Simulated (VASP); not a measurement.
Set up this calculation in VASP 6.6.1, as the native input.

| Quantity | Value |
| --- | --- |
| Task | relaxation of cell and atoms |
| Functional | PBE |
| Potentials or basis | VASP PAW PBE potentials, release 64 (As, Pb_d) |
| Cutoff | 500 eV |
| k mesh | 12 × 12 × 12 |
| Occupations | gaussian, width 0.1 eV |
| Spin | no spin polarisation |
| Dipole correction | no |
| Further INCAR settings | ALGO = Normal; EDIFF = 1e-07; IBRION = 2; EDIFFG = -0.01; NSW = 100; ISIF = 3 |

The structure of AsPb2 lies in POSCAR:

```
AsPb2
1.0
    0.0000000000      3.5599457300      3.5599457300
    3.5599457300      0.0000000000      3.5599457300
    3.5599457300      3.5599457300      0.0000000000
As Pb
1 2
Direct
    0.0000000000      0.0000000000      0.0000000000
    0.2500000000      0.2500000000      0.2500000000
    0.7500000000      0.7500000000      0.7500000000
```

The cell was built from a structure type or drawn by symmetry, and may not be a known phase.

One way to write it, as run:

INCAR

```
SYSTEM = AsPb2
ALGO     = Normal         ! electronic algorithm
EDIFF    = 1E-7           ! SCF threshold, eV
EDIFFG   = -0.01          ! ionic threshold
ENCUT    = 500            ! plane-wave cutoff, eV
GGA      = PE             ! functional
GGA_COMPAT= .FALSE.      
IBRION   = 2              ! ionic algorithm
ISIF     = 3              ! what is computed and relaxed
ISMEAR   = 0              ! smearing method
LASPH    = .TRUE.         ! aspherical terms in the spheres
LCHARG   = .FALSE.        ! write CHGCAR
LREAL    = .FALSE.        ! projectors in reciprocal space
LWAVE    = .FALSE.        ! write WAVECAR
NELM     = 120            ! most SCF steps
NELMIN   = 4            
NSW      = 100            ! ionic steps
PREC     = Accurate       ! precision mode
SIGMA    = 0.1            ! smearing width, eV
```

KPOINTS

```
k-points
0
G
  12 12 12
  0 0 0
```

Potentials or basis: VASP PAW PBE potentials, release 64 (As, Pb_d).

Command:

```console
$ cat potpaw_PBE.64/As/POTCAR potpaw_PBE.64/Pb_d/POTCAR > POTCAR
$ mpirun -np 1 vasp_std > vasp.out
```

It gave:

The relaxed volume is 32.11 Å³/atom. The relaxed cell is a = 5.146 Å, b = 5.146 Å, c = 5.146 Å, α = 60.00°, β = 60.00°, γ = 60.00°. The space group after relaxing (to 0.1 Å) is Fm-3m (No. 225), the energy gained by relaxing is 17.2 meV/atom and the ionic steps are 3. The pressure after relaxing is 0.0 GPa and the band gap on the k mesh is zero (an odd number of electrons rules out a gap without spin polarisation).

Caveat: spin-orbit coupling is left out, which moves the levels of the heavy elements.

Run time: 9.1 min on 1 thread of Intel Xeon 8259CL, on a shared host, peak memory 0.33 GiB.
